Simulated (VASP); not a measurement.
# BeTe (I-4m2) in VASP: further runs

BeTe is run at these levels: PBE; tasks: single point.

Everything below comes from runs of VASP 6.6.1. Logs are shortened: lines on timing, memory, paths and dates and some standing lists are left out, and cuts for length are marked.

## Step 1: The cell of the first run

The structure is tetragonal, space group I-4m2 (No. 119). Conventional cell: a = 4.000 Å, b = 4.000 Å, c = 5.544 Å, α = 90.00°, β = 90.00°, γ = 90.00°. Within 3.2 Å of Be (site symmetry -4m2) lie 4 Te at 2.43 Å. Within 3.2 Å of Te (site symmetry -4m2) lie 4 Be at 2.43 Å.

## Step 2: Single point, PBE (uniaxial z strain -2.0%)

Input file INCAR:

```
PREC = Accurate
ENCUT = 600
EDIFF = 1E-6
ISMEAR = -1
SIGMA = 0.02
LREAL = False
LASPH = True
NELM = 120
ALGO = Normal
ISIF = 2
LWAVE = False
LCHARG = False
GGA = PE
NBANDS = 11
GGA_COMPAT = False
```

Input file KPOINTS:

```
regular mesh
0
Gamma
  8 8 8
```

Input file POSCAR:

```
BeTe
1.0
    0.0000000000      2.8286236255      2.7720511529
    2.8286236255      0.0000000000      2.7720511529
    2.8286236255      2.8286236255      0.0000000000
Be Te
1 1
Direct
    0.0000000000      0.0000000000      0.0000000000
    0.2500000000      0.2500000000      0.2500000000
```

Potentials or basis: VASP PAW PBE potentials, release 64 (Be, Te).

On the command line:

```sh
> cat potpaw_PBE.64/Be/POTCAR potpaw_PBE.64/Te/POTCAR > POTCAR
> mpirun -np 1 vasp_std > vasp.out
```

OUTCAR:

```text
PREC = Accurate
   ENCUT = 600
   EDIFF = 1E-6
   ISMEAR = -1
   LREAL = False
   LASPH = True
   NELM = 120
   ISIF = 2
   GGA = PE

 ion  position               nearest neighbor table
   1  0.000  0.000  0.000-   2 2.43   2 2.43   2 2.43   2 2.43
   2  0.250  0.250  0.250-   1 2.43   1 2.43   1 2.43   1 2.43

  LATTYP: Found a body centered tetragonal cell.
 ALAT       =     4.0002778940
 C/A-ratio  =     1.3859292911

  Lattice vectors:

 A1 = (   0.0000000000,  -2.8286236255,  -2.7720511529)
 A2 = (   0.0000000000,   2.8286236255,  -2.7720511529)
 A3 = (   2.8286236255,   0.0000000000,   2.7720511529)

Analysis of symmetry for initial positions (statically):
=====================================================================
 Subroutine PRICEL returns:
 Original cell was already a primitive cell.

 Routine SETGRP: Setting up the symmetry group for a
 body centered tetragonal supercell.

 Subroutine GETGRP returns: Found  8 space group operations
 (whereof  8 operations were pure point group operations)
 out of a pool of 16 trial point group operations.

The static configuration has the point symmetry D_2d.

Analysis of symmetry for dynamics (positions and initial velocities):
=====================================================================
 Subroutine PRICEL returns:
 Original cell was already a primitive cell.

 Routine SETGRP: Setting up the symmetry group for a
 body centered tetragonal supercell.

 Subroutine GETGRP returns: Found  8 space group operations
 (whereof  8 operations were pure point group operations)
 out of a pool of 16 trial point group operations.

The dynamic configuration has the point symmetry D_2d.

 Subroutine INISYM returns: Found  8 space group operations
 (whereof  8 operations are pure point group operations),
 and found     1 'primitive' translations

----------------------------------------------------------------------------------------

                                     Primitive cell

  volume of cell :      44.3590

  direct lattice vectors                    reciprocal lattice vectors
     0.000000000  2.828623626  2.772051153    -0.176764415  0.176764415  0.180371852
     2.828623626  0.000000000  2.772051153     0.176764415 -0.176764415  0.180371852
     2.828623626  2.828623626  0.000000000     0.176764415  0.176764415 -0.180371852

  length of vectors
     3.960477144  3.960477144  4.000277894     0.308261775  0.308261775  0.308261775

  position of ions in fractional coordinates (direct lattice)
     0.000000000  0.000000000  0.000000000
     0.250000000  0.250000000  0.250000000

  ion indices of the primitive-cell ions
   primitive index   ion index
                 1           1
                 2           2

----------------------------------------------------------------------------------------

 KPOINTS: regular mesh

Automatic generation of k-mesh.
 Grid dimensions read from file:
 generate k-points for:    8    8    8

 Generating k-lattice:

  Cartesian coordinates                     Fractional coordinates (reciprocal lattice)
    -0.022095552  0.022095552  0.022546481     0.125000000  0.000000000  0.000000000
     0.022095552 -0.022095552  0.022546481     0.000000000  0.125000000  0.000000000
     0.022095552  0.022095552 -0.022546481     0.000000000  0.000000000  0.125000000

  Length of vectors
     0.038532722  0.038532722  0.038532722

  Shift w.r.t. Gamma in fractional coordinates (k-lattice)
     0.000000000  0.000000000  0.000000000

 Subroutine IBZKPT returns following result:
 ===========================================

 Found     59 irreducible k-points:

 Following reciprocal coordinates:
            Coordinates               Weight
  0.000000  0.000000  0.000000      1.000000
  0.125000  0.000000  0.000000      8.000000
  0.250000  0.000000  0.000000      8.000000
  0.375000 -0.000000  0.000000      8.000000
  0.500000  0.000000  0.000000      4.000000
  0.125000  0.125000  0.000000      2.000000
[... 16 lines left out ...]
  0.250000  0.000000  0.125000     16.000000
  0.375000  0.000000  0.125000     16.000000
 [... further k-points ...]
   k-points           NKPTS =     59   k-points in BZ     NKDIM =     59   number of bands    NBANDS=     11
   number of dos      NEDOS =    301   number of ions     NIONS =      2
   total plane-waves  NPLWV =  32768
   dimension x,y,z NGX =    32 NGY =   32 NGZ =   32
   dimension x,y,z NGXF=    64 NGYF=   64 NGZF=   64
   ions per type =               1   1
   NGX,Y,Z   is equivalent  to a cutoff of  13.43, 13.43, 13.30 a.u.
   NGXF,Y,Z  is equivalent  to a cutoff of  26.86, 26.86, 26.60 a.u.
 SYSTEM =  unknown system
   PREC   = accura    normal or accurate (medium, high low for compatibility)
   ISTART =      0    job   : 0-new  1-cont  2-samecut
   ICHARG =      2    charge: 1-file 2-atom 10-const
   ISPIN  =      1    spin polarized calculation?
   LNONCOLLINEAR =      F non collinear calculations
   LSORBIT =      F    spin-orbit coupling
   LASPH  =      T    aspherical Exc in radial PAW
   ENCUT  =  600.0 eV  44.10 Ry    6.64 a.u.   7.91  7.91  7.99*2*pi/ulx,y,z
   NELM   =    120;   NELMIN=  2; NELMDL= -5     # of ELM steps
   EDIFF  = 0.1E-05   stopping-criterion for ELM
   LREAL  =      F    real-space projection
   EDIFFG = 0.1E-04   stopping-criterion for IOM
   NSW    =      0    number of steps for IOM
   IBRION =     -1    ionic relax: 0-MD 1-quasi-New 2-CG
   NFREE  =      0    steps in history (QN), initial steepest desc. (CG)
   ISIF   =      2    stress and relaxation
   ISYM   =      2    0-nonsym 1-usesym 2-fastsym
   POTIM  = 0.5000    time-step for ionic-motion
   TEBEG  =    0.0;   TEEND  =   0.0 temperature during run
   PSTRESS=    0.0 pullay stress
   NELECT =       8.0000    total number of electrons
   NUPDOWN=      -1.0000    fix difference up-down
   EMIN   =  10.00;   EMAX   =-10.00  energy-range for DOS
   EFERMI =   0.00;   METHOD = LEGACY
   ISMEAR =    -1;   SIGMA  =   0.02  broadening in eV -4-tet -1-fermi 0-gaus
   EFERMI_NEDOS =   21; number of points for ismear=-14 and -15
   IALGO  =     38    algorithm
   IMIX   =      4    mixing-type and parameters
     AMIX     =   0.40;   BMIX     =  1.00
     AMIX_MAG =   1.60;   BMIX_MAG =  1.00
  volume/ion in A,a.u.               =      22.18       149.67
  Fermi-wavevector in a.u.,A,eV,Ry     =   0.924934  1.747873 11.639836  0.855504
  Thomas-Fermi vector in A             =   2.050734
   LORBIT       =      0    0 simple, 1 ext, 2 COOP (PROOUT), +10 PAW based schemes
   GGA     = PE    functional components
   LHFCALC =     F    Hartree Fock is set to
   AEXX    =    0.0000 exact exchange contribution
   IVDW    =     0    specifies the selected vdW correction
   LEPSILON=     F    determine dielectric tensor
   LRPA    =     F    only Hartree local field effects (RPA)
 non-spin polarized calculation
  energy-cutoff  :      600.00
  volume of cell :       44.36
 maximum number of plane-waves:      1500
   NGX = 15   NGY = 15   NGZ = 15

 number of electron       8.0000000 magnetization

 Free energy of the ion-electron system (eV)
  ---------------------------------------------------
  ext. energy  EPLUGINS =         0.00000000
  ---------------------------------------------------
  free energy    TOTEN  =        -7.61673546 eV

  energy without entropy =       -7.61673546  energy(sigma->0) =       -7.61673546

 E-fermi :   5.5928     XC(G=0):  -9.0845

 val. band max:        5.2429307176   @ k =   0.0000   0.0000   0.0000
 cond. band min:       7.0392060154   @ k =   0.5000   0.5000   0.0000
 fundamental gap:      1.7962752978
 Fermi energy:         5.5928326468

 k-point     1 :       0.0000    0.0000    0.0000
  band No.  band energies     occupation
      1      -7.1692      2.00000
      2       5.1371      2.00000
      3       5.1371      2.00000
      4       5.2429      2.00000
      5       8.7511      0.00000
      6       8.7931      0.00000
      7       8.7931      0.00000
      8       9.0410      0.00000
      9      13.5009      0.00000
     10      15.2337      0.00000
     11      15.6156      0.00000

 k-point     2 :       0.1250    0.0000    0.0000
  band No.  band energies     occupation
      1      -7.0200      2.00000
      2       3.8488      2.00000
      3       4.8891      2.00000
      4       4.9805      2.00000
      5       8.7189      0.00000
      6       9.1177      0.00000
      7       9.1367      0.00000
      8      10.3189      0.00000
      9      13.9237      0.00000
     10      14.3600      0.00000
     11      14.6162      0.00000

 k-point     3 :       0.2500    0.0000    0.0000
  band No.  band energies     occupation
      1      -6.6079      2.00000
      2       1.8308      2.00000
      3       4.4273      2.00000
      4       4.5551      2.00000
      5       8.4948      0.00000
      6       9.6405      0.00000
      7       9.6800      0.00000
      8      12.2418      0.00000
      9      14.1456      0.00000
     10      14.1694      0.00000
     11      14.3716      0.00000

 k-point     4 :       0.3750   -0.0000    0.0000
  band No.  band energies     occupation
      1      -6.0822      2.00000
      2       0.2330      2.00000
      3       4.0721      2.00000
      4       4.2298      2.00000
      5       8.3166      0.00000
      6       9.7371      0.00000
      7       9.8563      0.00000
      8      13.0357      0.00000
      9      14.9295      0.00000
     10      15.2915      0.00000
     11      15.3080      0.00000
[... 239 lines left out ...]
 k-point    22 :       0.1250    0.0000    0.1250
  band No.  band energies     occupation
      1      -6.9728      2.00000
      2       4.0405      2.00000
      3       4.4927      2.00000
      4       4.5666      2.00000
      5       8.4182      0.00000
      6       9.6594      0.00000
      7       9.8129      0.00000
      8      10.0352      0.00000
      9      13.1999      0.00000
     10      14.3212      0.00000
     11      15.7446      0.00000

 k-point    23 :       0.2500    0.0000    0.1250
  band No.  band energies     occupation
      1      -6.6489      2.00000
      2       2.4314      2.00000
      3       4.0390      2.00000
      4       4.1782      2.00000
      5       8.5510      0.00000
      6       9.7169      0.00000
      7      10.4919      0.00000
      8      10.9889      0.00000
      9      13.5520      0.00000
     10      14.9806      0.00000
     11      15.4473      0.00000

 k-point    24 :       0.3750    0.0000    0.1250
  band No.  band energies     occupation
      1      -6.1493      2.00000
      2       0.7717      2.00000
      3       3.6333      2.00000
      4       3.7827      2.00000
      5       8.7259      0.00000
      6       9.7783      0.00000
      7      10.7000      0.00000
      8      11.7062      0.00000
      9      14.9286      0.00000
     10      15.3294      0.00000
     11      16.0797      0.00000

 [... further k-points ...]
[... 5 lines left out ...]
  --------------------------------------------------------------------------------------
  -------------------------------------------------------------------------------------
  Total        0.3197685      0.3197685      0.6479235      0.0000000      0.0000000      0.0000000
  in kB       11.5495388     11.5495388     23.4019865      0.0000000      0.0000000      0.0000000
  external PRESSURE =      15.5003547 kB  Pullay stress =       0.0000000 kB

 VOLUME and BASIS-vectors are now :
 -----------------------------------------------------------------------------
  energy-cutoff  :      600.00
  volume of cell :       44.36
      direct lattice vectors                 reciprocal lattice vectors
     0.000000000  2.828623626  2.772051153    -0.176764415  0.176764415  0.180371852
     2.828623626  0.000000000  2.772051153     0.176764415 -0.176764415  0.180371852
     2.828623626  2.828623626  0.000000000     0.176764415  0.176764415 -0.180371852

 POSITION                                       TOTAL-FORCE (eV/Angst)
 -----------------------------------------------------------------------------------
      0.00000      0.00000      0.00000        -0.000000     -0.000000     -0.000000
      1.41431      1.41431      1.38603         0.000000      0.000000      0.000000
 -----------------------------------------------------------------------------------
    total drift:                                0.000000      0.000000      0.000000

  FREE ENERGIE OF THE ION-ELECTRON SYSTEM (eV)
  ---------------------------------------------------
  free  energy   TOTEN  =        -7.6167354569 eV

  energy  without entropy=       -7.6167354568  energy(sigma->0) =       -7.61673546
```

Run time: 20 s. Hardware: 1 thread of Intel Xeon Platinum 8488C (Sapphire Rapids), shared host; peak memory 0.19 GiB.

Results:

| Item | Value |
| --- | --- |
| Free energy | -7.6167 eV |
| Pressure | 1.6 GPa |
| Band gap on the k mesh | 1.80 eV, indirect (least direct gap 3.51 eV) |

Stress tensor (GPa, compression positive):
```
1.15 0.00 0.00
0.00 1.15 0.00
0.00 0.00 2.34
```

Levels at points of the mesh, in eV from the valence-band top:
| k point | band 2 | band 3 | band 4 | band 5 | band 6 | band 7 |
| --- | --- | --- | --- | --- | --- | --- |
| (0.00, 0.00, 0.00) | -0.11 | -0.11 | 0.00 | 3.51 | 3.55 | 3.55 |
| (0.50, 0.00, 0.00) | -5.65 | -1.30 | -1.13 | 3.01 | 4.45 | 4.60 |
| (0.50, 0.50, 0.00) | -5.15 | -2.83 | -2.83 | 1.80 | 2.48 | 9.69 |
| (0.50, 0.00, 0.50) | -5.26 | -2.71 | -2.67 | 1.93 | 2.64 | 9.61 |

Caveat: the cell differs from its parent crystal (uniaxial z strain -2.0%); spin-orbit coupling is left out, which moves the levels of the heavy elements. A k mesh can miss the band edges.

## Step 3: Single point, PBE (uniaxial z strain -1.0%)

Input file INCAR:

```
PREC = Accurate ; ENCUT = 600
EDIFF = 1E-6 ; ISMEAR = -1
SIGMA = 0.02 ; LREAL = F
LASPH = T ; NELM = 120
ALGO = Normal ; ISIF = 2
LWAVE = F ; LCHARG = T
GGA = PE ; LELF = T
LVHAR = T ; NBANDS = 11
GGA_COMPAT = F
```

KPOINTS is that of step 2.

Input file POSCAR:

```
BeTe
1.0
    0.0000000000      2.8286236255      2.8003373892
    2.8286236255      0.0000000000      2.8003373892
    2.8286236255      2.8286236255      0.0000000000
Be Te
1 1
Direct
    0.0000000000      0.0000000000      0.0000000000
    0.2500000000      0.2500000000      0.2500000000
```

Potentials or basis: VASP PAW PBE potentials, release 64 (Be, Te).

On the command line:

```sh
> cat potpaw_PBE.64/Be/POTCAR potpaw_PBE.64/Te/POTCAR > POTCAR
> mpirun -np 1 vasp_std > vasp.out
```

Run time: 21 s. Hardware: 1 thread of Intel Xeon Platinum 8488C (Sapphire Rapids), shared host; peak memory 0.19 GiB.

The run converged. Its results:

```
Free energy            : -7.6219 eV
Pressure               : 0.9 GPa
Band gap on the k mesh : 1.90 eV, indirect (least direct gap 3.56 eV)
```

Stress tensor (GPa, compression positive):
```
0.73 0.00 0.00
0.00 0.73 0.00
0.00 0.00 1.33
```

Levels at points of the mesh, in eV from the valence-band top:
| k point | band 1 | band 2 | band 3 | band 4 | band 5 | band 6 | band 7 | band 8 | band 9 |
| --- | --- | --- | --- | --- | --- | --- | --- | --- | --- |
| (0.00, 0.00, 0.00) | -12.31 | -0.05 | -0.05 | 0.00 | 3.56 | 3.58 | 3.58 | 3.76 | 8.28 |
| (0.50, 0.00, 0.00) | -10.97 | -5.55 | -1.20 | -1.12 | 3.03 | 4.52 | 4.59 | 7.79 | 10.88 |
| (0.50, 0.50, 0.00) | -10.46 | -5.10 | -2.71 | -2.71 | 1.90 | 2.58 | 9.66 | 9.66 | 11.54 |
| (0.50, 0.00, 0.50) | -10.50 | -5.15 | -2.65 | -2.64 | 1.97 | 2.66 | 9.62 | 9.66 | 11.46 |

Caveat: the cell differs from its parent crystal (uniaxial z strain -1.0%); spin-orbit coupling is left out, which moves the levels of the heavy elements.

(Part 1 of 2 ends here.)
